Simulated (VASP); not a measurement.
Runs of VASP 6.6.1 on TaN. The structure is that of space group Fm-3m (No. 225), or close to it. The cells are those of the table. 

| cell | gap on the mesh (eV) | pressure (GPa) |
| --- | --- | --- |
| a = 2.953 Å, angles 60.0°, 2 atoms | none | 82.3 |
| a = 3.200 Å, angles 60.0°, 2 atoms | none | (a) |
| a = 3.162 Å, angles 60.0°, 2 atoms | none | (b) |
| a = 3.082 Å, angles 60.0°, 2 atoms | none | 15.5 |
| a = 2.997 Å, angles 60.0°, 2 atoms | none | 55.2 |

Alike in all rows: task single point; level PBE; potentials or basis VASP PAW PBE potentials, release 64 (Ta_pv, N); no spin polarisation; k mesh 11 × 11 × 11; cutoff (eV) 520; smearing methfessel-paxton 0.05 eV.

Question: Fill in the values left out.

Answer: (a) -19.9; (b) -10.5.

Caveats: spin-orbit coupling is left out, which moves the levels of the heavy elements.

A k mesh can miss the band edges, and the runs leave out spin-orbit coupling on Ta.

A gap of «none» marks levels without a gap at the run's occupations.
